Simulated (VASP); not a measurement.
Set up this calculation in VASP 6.6.1, as the native input.

- Task: single point
- Functional: PBE
- Potentials or basis: VASP PAW PBE potentials, release 64 (Al, H)
- Cutoff: 520 eV
- k mesh: 6 × 6 × 1
- Occupations: gaussian, width 0.1 eV
- Spin: no spin polarisation
- Dipole correction: yes
- Further INCAR settings: ALGO = Normal; EDIFF = 1e-06; NBANDS = 32

The structure of Al6H lies in POSCAR:

```
Al6H
1.0
    5.7135165837      0.0000000000      0.0000000000
   -2.8567582918      4.9480505064      0.0000000000
    0.0000000000      0.0000000000     22.6013782090
Al H
12 2
Direct
    0.3333333333      0.1666666667      0.1769803577
    0.3333333333      0.6666666667      0.1769803577
    0.8333333333      0.1666666667      0.1769803577
    0.8333333333      0.6666666667      0.1769803577
    0.1666666667      0.3333333333      0.2787759109
    0.1666666667      0.8333333333      0.2787759109
    0.6666666667      0.3333333333      0.2787759109
    0.6666666667      0.8333333333      0.2787759109
    0.0000000000      0.0000000000      0.3805687480
    0.0000000000      0.5000000000      0.3805687480
    0.5000000000      0.0000000000      0.3805687480
    0.5000000000      0.5000000000      0.3805687480
    0.0544111742      0.5000000000      0.4571127527
    0.4455888258      0.5000000000      0.4571127527
```

The input as run:

INCAR

```
SYSTEM = Al6H
PREC = Accurate
ENCUT = 520
EDIFF = 1E-6
ISMEAR = 0
SIGMA = 0.1
LREAL = .False.
LASPH = .True.
NELM = 60
ALGO = Normal
ISIF = 2
LWAVE = .False.
LCHARG = .True.
LDIPOL = .True.
IDIPOL = 3
DIPOL = 0.5 0.5 0.304
GGA = PE
LELF = .True.
LVHAR = .True.
LVACPOTAV = .True.
NBANDS = 32
```

KPOINTS

```
regular mesh
0
Gamma
  6 6 1
  0 0 0
```

Potentials or basis: VASP PAW PBE potentials, release 64 (Al, H).

The run is started by

```sh
$ cat potpaw_PBE.64/Al/POTCAR potpaw_PBE.64/H/POTCAR > POTCAR
$ mpirun -np 1 vasp_std > vasp.out
```

Results of the run:

```
Largest force          : 1.367 eV/Å
Band gap on the k mesh : zero (bands 19 and 20 overlap by 0.63 eV)
```

Wall time 9.9 min on 1 thread of Intel(R) Xeon(R) Platinum 8259CL CPU @ 2.50GHz (Skylake/Cascade Lake), on a shared host, peak memory 0.72 GiB.
